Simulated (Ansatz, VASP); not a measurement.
# HfSbH5: VASP beside Ansatz

The input INCAR:

```
ALGO     = Normal         # electronic algorithm
EDIFF    = 1E-6           # SCF threshold, eV
ENCUT    = 520            # plane-wave cutoff, eV
GGA      = PE             # functional
ISIF     = 2              # what is computed and relaxed
ISMEAR   = 0              # smearing method
LASPH    = T              # aspherical terms in the spheres
LCHARG   = T              # write CHGCAR
LELF     = T              # ELF
LREAL    = F              # projectors in reciprocal space
LVHAR    = T            
LWAVE    = F              # write WAVECAR
NBANDS   = 19             # bands
NELM     = 80             # most SCF steps
PREC     = Accurate       # precision mode
SIGMA    = 0.1            # smearing width, eV
```

Contents of KPOINTS:

```
k-points
0
Gamma
  6 6 6
```

File POSCAR:

```
HfSbH5
1.0
    2.5968969200      1.4993191400      4.2910243600
   -2.5968969200      1.4993191400      4.2910243600
    0.0000000000     -2.9986382800      4.2910243600
Hf Sb H
1 1 5
Direct
    0.0000000000      0.0000000000      0.0000000000
    0.5000000000      0.5000000000      0.5000000000
    0.8098596100      0.8098596100      0.8098596100
    0.1901403900      0.1901403900      0.1901403900
    0.0000000000      0.0000000000      0.5000000000
    0.5000000000      0.0000000000      0.0000000000
    0.0000000000      0.5000000000      0.0000000000
```

Input for Ansatz:

```yaml
crystal:
  lattice:
    - [2.59689692, 1.49931914, 4.29102436]
    - [-2.59689692, 1.49931914, 4.29102436]
    - [0.0, -2.99863828, 4.29102436]
  atoms:
    - { symbol: Hf, position: [0.0, 0.0, 0.0] }
    - { symbol: Sb, position: [0.5, 0.5, 0.5] }
    - { symbol: H, position: [0.80985961, 0.80985961, 0.80985961] }
    - { symbol: H, position: [0.19014039, 0.19014039, 0.19014039] }
    - { symbol: H, position: [0.0, 0.0, 0.5] }
    - { symbol: H, position: [0.5, 0.0, 0.0] }
    - { symbol: H, position: [0.0, 0.5, 0.0] }
basis:
  ecutwfc: 420
kpoints:
  mp_grid: { grid: [6, 6, 6] }
hamiltonian:
  xc: pbe
scf:
  occupations: { method: gaussian, width: 0.1 }
  lower_state_search: "off"
output:
  forces: true
  stress: true
  eigenvalues: true
```

Alike in both runs: task single point; functional PBE; k mesh 6 × 6 × 6; occupations gaussian, width 0.1 eV; no spin polarisation.

|  | VASP | Ansatz |
| --- | --- | --- |
| version | VASP 6.6.1 | Ansatz 0.2.0 |
| potentials or method | VASP PAW PBE potentials, release 64 (Hf_pv, Sb, H), cutoff 520 eV | scalar-relativistic, plane waves, PAW |
| valence electrons in the cell | 20 | 46 |

Ansatz gave:

- gap on the k mesh at the Fermi level (eV): none
- pressure (GPa): -14.8
- traceless stress, the component that is largest in VASP (GPa): -11.15
- rms of the force components (eV/Å): 0.405

**Question.** Estimate VASP's values.

**Answer.** gap on the k mesh at the Fermi level (eV): none; pressure (GPa): -15.1; traceless stress, the component that is largest in VASP (GPa): -11.16; rms of the force components (eV/Å): 0.407.

Atom by atom the forces differ by 0.002 eV/Å (rms over components). A gap of «none» marks a metal or a gap that the smearing closes. With one functional, cell and mesh, what is left measures potentials, basis and numerics. VASP's potentials hold 20 valence electrons a cell and Ansatz's 46, so a difference there can come from the potentials and not from the codes.

Spin-orbit coupling is off throughout.
